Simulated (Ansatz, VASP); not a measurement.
## Two plane-wave programs on Ti

```xyz
3
Lattice="4.4078 0.0000 0.0000 -2.2039 3.8172 0.0000 0.0000 0.0000 2.7400" Properties=species:S:1:pos:R:3 pbc="T T T"
Ti    0.0000    0.0000    0.0000
Ti    0.0000    2.5448    1.3700
Ti    2.2039    1.2724    1.3700
```

Alike in both runs: functional BLYP; dispersion D3(BJ); k mesh 8 × 8 × 12; occupations methfessel-paxton of order 1, width 0.1 eV; no spin polarisation.

Ansatz relaxed the structure, and its values are those at the end. VASP's run is a single point on that final structure, the one shown.

|  | VASP | Ansatz |
| --- | --- | --- |
| version | VASP 6.6.1 | Ansatz 0.2.0 |
| potentials or method | VASP PAW PBE potentials, release 64 (Ti_sv), cutoff 520 eV | plane waves, PAW |
| valence electrons in the cell | 36 | 36 |

|  | VASP | Ansatz | Ansatz less VASP |
| --- | --- | --- | --- |
| pressure (GPa) | -0.1 | 0.0 | +0.12 |

VASP's potentials were made for PBE, not for BLYP.
